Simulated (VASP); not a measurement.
Write the native input for VASP 6.6.1 that does the following.

| Property | Result |
| --- | --- |
| Task | single point |
| Functional | PBEsol |
| Potentials or basis | VASP PAW PBE potentials, release 64 (P) |
| Cutoff | 520 eV |
| k mesh | 8 × 8 × 8 |
| Occupations | fermi-dirac, width 0.05 eV |
| Spin | no spin polarisation |
| Dipole correction | no |
| Further INCAR settings | ALGO = Normal; EDIFF = 1e-06; NBANDS = 12 |

The structure of P lies in POSCAR:

```
P
1.0
    1.7257251780      0.9963478961      3.1296800121
   -1.7257251780      0.9963478961      3.1296800121
    0.0000000000     -1.9926957921      3.1296800121
P
2
Direct
    0.7729197500      0.7729197500      0.7729197500
    0.2270802500      0.2270802500      0.2270802500
```

One way to write it, as run:

INCAR

```
SYSTEM = P
PREC = Accurate
ENCUT = 520
EDIFF = 1E-6
ISMEAR = -1
SIGMA = 0.05
LREAL = .False.
LASPH = .True.
NELM = 80
ALGO = Normal
ISIF = 2
LWAVE = .False.
LCHARG = .False.
GGA = PS
NBANDS = 12
```

KPOINTS

```
Automatic mesh
0
Gamma
  8 8 8
  0 0 0
```

Potentials or basis: VASP PAW PBE potentials, release 64 (P).

Command:

```bash
$ cat potpaw_PBE.64/P/POTCAR > POTCAR
$ mpirun -np 1 vasp_std > vasp.out
```

Results of the run:

The pressure is -1.6 GPa and the largest force is 0.208 eV/Å. The band gap on the k mesh is zero (band 5 reaches 9.13 eV, above the bottom of band 6 at 8.66 eV).

Caveat: the PAW data sets were made with another functional, which shifts forces and pressure a little.

It took 9.9 s on 1 thread of Intel(R) Xeon(R) Platinum 8559C (Emerald Rapids) (shared host), peak memory 0.15 GiB.
